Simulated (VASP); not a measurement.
Crystal: ZrZnN.

```xyz
3
Lattice="3.5645 0.0000 0.0000 -1.7823 3.0870 0.0000 0.0000 0.0000 3.5604" Properties=species:S:1:pos:R:3 pbc="T T T"
Zr    0.0000    0.0000    1.7802
Zn    0.0000    2.0580    0.0000
N     1.7823    1.0290    1.7802
```

```yaml
Program: VASP 6.6.1
Task: relaxation of cell and atoms
Functional: PBE
Potentials_or_basis: VASP PAW PBE potentials, release 64 (Zr_sv, Zn, N)
Cutoff: 600 eV
k_mesh: 6 × 6 × 6
Occupations: gaussian, width 0.1 eV
Spin: no spin polarisation
```

At the start: pressure 29.0 GPa; volume 13.06 Å³/atom.

Question: How do energy, volume and symmetry change on relaxing?

Answer: Over 8 steps the energy falls by 368.8 meV/atom and the volume is 17.28 Å³/atom (+32.4 %); space group P-6m2 (No. 187, to 0.05 Å).

The path:
```csv
step,energy change (eV),largest force (eV/Å),pressure (GPa),volume (Å³)
1,0.0000,0.0000,29.02,39.18
2,-0.2930,0.0000,-13.99,54.16
3,-0.6124,0.0000,-1.57,46.95
4,-0.9156,0.0000,-0.61,48.37
5,-1.0873,0.0000,3.94,50.26
6,-1.0900,0.0000,3.45,50.13
7,-1.0849,0.0000,-3.52,53.91
8,-1.1064,0.0000,-0.04,51.85
```

Final structure:
```
CELL_PARAMETERS angstrom
3.58635 0.00000 0.00000
-1.79317 3.10587 0.00000
0.00000 0.00000 4.65519
ATOMIC_POSITIONS crystal
Zr 0.00000 0.00000 0.50000
Zn 0.33333 0.66667 0.00000
N 0.66667 0.33333 0.50000
```

Caveat: the volume moved by over 15 % at a fixed basis, so the end points are rough.
